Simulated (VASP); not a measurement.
Here is a VASP 6.6.1 calculation.

File INCAR:

```
SYSTEM = Ni
  PREC = Accurate
  ENCUT = 520
  EDIFF = 1E-6
  ISMEAR = 0
  SIGMA = 0.05
  LREAL = .FALSE.
  LASPH = .TRUE.
  NELM = 150
  ALGO = Normal
  ISIF = 2
  LWAVE = .FALSE.
  LCHARG = .TRUE.
  ISPIN = 2
  MAGMOM = 2
  LORBIT = 11
  LMAXMIX = 4
  GGA = PE
  LELF = .TRUE.
  LVHAR = .TRUE.
  NBANDS = 15
```

The input KPOINTS:

```
Automatic mesh
0
G
  16 16 16
  0 0 0
```

File POSCAR:

```
Ni
1.0
    0.0000000000      1.7619350000      1.7619350000
    1.7619350000      0.0000000000      1.7619350000
    1.7619350000      1.7619350000      0.0000000000
Ni
1
Direct
    0.0000000000      0.0000000000      0.0000000000
```

Potentials or basis: VASP PAW PBE potentials, release 64 (Ni).

Launch:

```bash
$ cat potpaw_PBE.64/Ni/POTCAR > POTCAR
$ mpirun -np 1 vasp_std > vasp.out
```

(1) What does it give for the net moment?

(2) Predict the pressure.

(3) What does it give for the site moments?

Results:

(1) 0.60 μB per cell.

(2) -1.2 GPa.

(3) Ni +0.61 μB.
